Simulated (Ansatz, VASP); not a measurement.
**Two plane-wave programs on C**

```
CELL_PARAMETERS angstrom
7.14000 0.00000 0.00000
0.00000 7.14000 0.00000
0.00000 0.00000 7.14000
ATOMIC_POSITIONS crystal
C 0.36419 0.13581 0.86419
C 0.63581 0.13581 0.13581
C 0.74842 0.24842 0.00042
C 0.87609 0.37609 0.12549
C 0.74842 0.00042 0.24842
C 0.87609 0.12549 0.37609
C 0.00000 0.00000 0.00000
C 0.12554 0.12443 0.12443
C 0.25158 0.24842 0.99958
C 0.37557 0.37446 0.12443
C 0.50000 0.50000 0.00000
C 0.62443 0.62554 0.12443
C 0.74842 0.75158 0.99958
C 0.87446 0.87557 0.12443
C 0.25158 0.99958 0.24842
C 0.37557 0.12443 0.37446
C 0.50042 0.24842 0.24842
C 0.62549 0.37609 0.37609
C 0.74982 0.50045 0.24982
C 0.87487 0.62513 0.37487
C 0.50000 0.00000 0.50000
C 0.62443 0.12443 0.62554
C 0.74982 0.24982 0.50045
C 0.87487 0.37487 0.62513
C 0.74842 0.99958 0.75158
C 0.87446 0.12443 0.87557
C 0.00000 0.50000 0.00000
C 0.12391 0.62391 0.12549
C 0.25158 0.75158 0.00042
C 0.36419 0.86419 0.13581
C 0.00045 0.24982 0.24982
C 0.12513 0.37487 0.37487
C 0.25018 0.49955 0.24982
C 0.37451 0.62391 0.37609
C 0.49958 0.75158 0.24842
C 0.62443 0.87557 0.37446
C 0.00000 0.00000 0.50000
C 0.12391 0.12549 0.62391
C 0.25018 0.24982 0.49955
C 0.37451 0.37609 0.62391
C 0.50000 0.50000 0.50000
C 0.62549 0.62391 0.62391
C 0.74982 0.75018 0.49955
C 0.87609 0.87451 0.62391
C 0.25158 0.00042 0.75158
C 0.49958 0.24842 0.75158
C 0.62443 0.37446 0.87557
C 0.74982 0.49955 0.75018
C 0.87609 0.62391 0.87451
C 0.99955 0.75018 0.24982
C 0.12391 0.87451 0.37609
C 0.00000 0.50000 0.50000
C 0.12513 0.62513 0.62513
C 0.25018 0.75018 0.50045
C 0.37557 0.87557 0.62554
C 0.99955 0.24982 0.75018
C 0.12391 0.37609 0.87451
C 0.25018 0.50045 0.75018
C 0.37557 0.62554 0.87557
C 0.50042 0.75158 0.75158
C 0.63581 0.86419 0.86419
C 0.00045 0.75018 0.75018
C 0.12554 0.87557 0.87557
```

Alike in both runs: functional LDA; k mesh 2 × 2 × 2; occupations gaussian, width 0.02 eV; no spin polarisation.

Ansatz relaxed the structure, and its values are those at the end. VASP's run is a single point on that final structure, the one shown.

|  | VASP | Ansatz |
| --- | --- | --- |
| version | VASP 6.6.1 | Ansatz 0.2.0 |
| potentials or method | VASP PAW LDA potentials, release 64 (C), cutoff 520 eV | scalar-relativistic, plane waves, PAW |
| valence electrons in the cell | 252 | 252 |

```tsv
	VASP	Ansatz	Ansatz less VASP
rms of the force components (eV/Å)	0.013	0.010	-0.0033
```

Ansatz warns that its potentials were made for another functional, while VASP's fit it. LDA's correlation is that of Perdew and Zunger in VASP and of Perdew and Wang (1992) in Ansatz.

The k mesh is coarse, so the values compare programs but aren't converged.
